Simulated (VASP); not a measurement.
Set up this calculation in VASP 6.6.1, as the native input.

```yaml
Task: single point
Functional: PBEsol
Potentials_or_basis: VASP PAW PBE potentials, release 64 (Mg, O)
Cutoff: 520 eV
k_mesh: 9 × 9 × 8
Occupations: gaussian, width 0.05 eV
Spin: no spin polarisation
Dipole_correction: no
Further_INCAR_settings: ALGO = Normal; EDIFF = 1e-06; NBANDS = 11
```

The structure of MgO lies in POSCAR:

```
MgO
1.0
    3.1583724712      0.0000000000      0.0000000000
   -1.5791862356      2.7352307946      0.0000000000
    0.0000000000      0.0000000000      2.6796800000
Mg O
1 1
Direct
    0.0000000000      0.0000000000      0.0000000000
    0.3333333333      0.6666666667      0.5000000000
```

This cell differs from its parent crystal: strain +0.0750 x Voigt [1, 1, 0, 0, 0, 0].

The input as run:

INCAR

```
ALGO = Normal
EDIFF = 1E-6
ENCUT = 520
GGA = PS
ISIF = 2
ISMEAR = 0
LASPH = True
LCHARG = True
LELF = True
LREAL = False
LVHAR = True
LWAVE = False
NBANDS = 11
NELM = 60
PREC = Accurate
SIGMA = 0.05
```

KPOINTS

```
k-points
0
Gamma
  9 9 8
```

Potentials or basis: VASP PAW PBE potentials, release 64 (Mg, O).

Run with:

```sh
$ cat potpaw_PBE.64/Mg/POTCAR potpaw_PBE.64/O/POTCAR > POTCAR
$ mpirun -np 1 vasp_std > vasp.out
```

Results of the run:

```
Pressure               : -16.7 GPa
Band gap on the k mesh : 1.47 eV, indirect (least direct gap 1.73 eV)
```

Caveat: the cell differs from its parent crystal (strain +0.0750 x Voigt [1, 1, 0, 0, 0, 0]); the PAW data sets were made with another functional, which shifts forces and pressure a little.

It took 6.8 s on 1 thread of Intel(R) Xeon(R) 6975P-C (Granite Rapids), with other jobs on the host, peak memory 0.14 GiB.
